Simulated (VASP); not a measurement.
**Yb: single point with LDA**

Crystal: Yb.

```
Yb
1.0
     0.00000    2.45695    2.45695
     2.45695    0.00000    2.45695
     2.45695    2.45695    0.00000
Yb
1
Direct
  0.00000 0.00000 0.00000
```

```
Program                : VASP 6.6.1
Task                   : single point
Functional             : LDA
Potentials or basis    : VASP PAW PBE potentials, release 64 (Yb)
Cutoff                 : 520 eV
k mesh                 : 11 × 11 × 11
Occupations            : fermi-dirac, width 0.2 eV
Spin                   : no spin polarisation
Dipole correction      : no
Further INCAR settings : ALGO = Normal; EDIFF = 1e-06; NBANDS = 18
```

```json
{"Pressure": "0.2 GPa", "Band gap on the k mesh": "zero (bands 12 and 13 overlap by 0.06 eV)"}
```

Levels at points of the mesh, in eV from the Fermi level:
```csv
k point,band 8,band 9,band 10,band 11,band 12,band 13,band 14,band 15,band 16,band 17
"(0.00, 0.00, 0.00)",-0.88,-0.88,-0.74,-0.74,-0.74,2.87,2.87,2.87,5.41,5.41
```

Run time: 83 s on 1 thread of AMD EPYC 7R13 (shared host), peak memory 0.14 GiB.

Caveat: the PAW data sets were made with another functional, which shifts forces and pressure a little; spin-orbit coupling is left out, which moves the levels of the heavy elements. Spin polarisation is off, so any magnetic state and its effect on volume and gap are missing.
